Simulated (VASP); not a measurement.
Set up this calculation in VASP 6.6.1, as the native input.

- Task: single point
- Functional: LDA
- Potentials or basis: VASP PAW LDA potentials, release 64 (Rh_pv)
- Cutoff: 520 eV
- k mesh: 10 × 10 × 14
- Occupations: fermi-dirac, width 0.1 eV
- Spin: no spin polarisation
- Dipole correction: no
- Further INCAR settings: ALGO = Normal; EDIFF = 1e-07; NBANDS = 30

The structure of Rh lies in POSCAR:

```
Rh
1.0
    4.3619558441      0.0000000000      0.0000000000
   -2.1809779221      3.7775645711      0.0000000000
    0.0000000000      0.0000000000      2.6736928495
Rh
3
Direct
    1.0000000000      1.0000000000      0.0000000000
    0.3333333333      0.6666666667      0.5000000000
    0.6666666667      0.3333333333      0.5000000000
```

This cell differs from its parent crystal: volume scaled by 1.08.

These files were run (other wordings do the same):

INCAR

```
SYSTEM = Rh
  ALGO = Normal
  EDIFF = 1E-7
  ENCUT = 520
  GGA = CA
  ISIF = 2
  ISMEAR = -1
  LASPH = .TRUE.
  LCHARG = .FALSE.
  LREAL = .FALSE.
  LWAVE = .FALSE.
  NBANDS = 30
  NELM = 80
  PREC = Accurate
  SIGMA = 0.1
```

KPOINTS

```
k-points
0
G
  10 10 14
  0 0 0
```

Potentials or basis: VASP PAW LDA potentials, release 64 (Rh_pv).

Launch:

```console
$ cat potpaw_LDA.64/Rh_pv/POTCAR > POTCAR
$ mpirun -np 1 vasp_std > vasp.out
```

It gave:

```yaml
Pressure: -18.0 GPa
```

It took 39 s on 1 thread of Intel(R) Xeon(R) Platinum 8559C (Emerald Rapids) (shared host), peak memory 0.22 GiB.
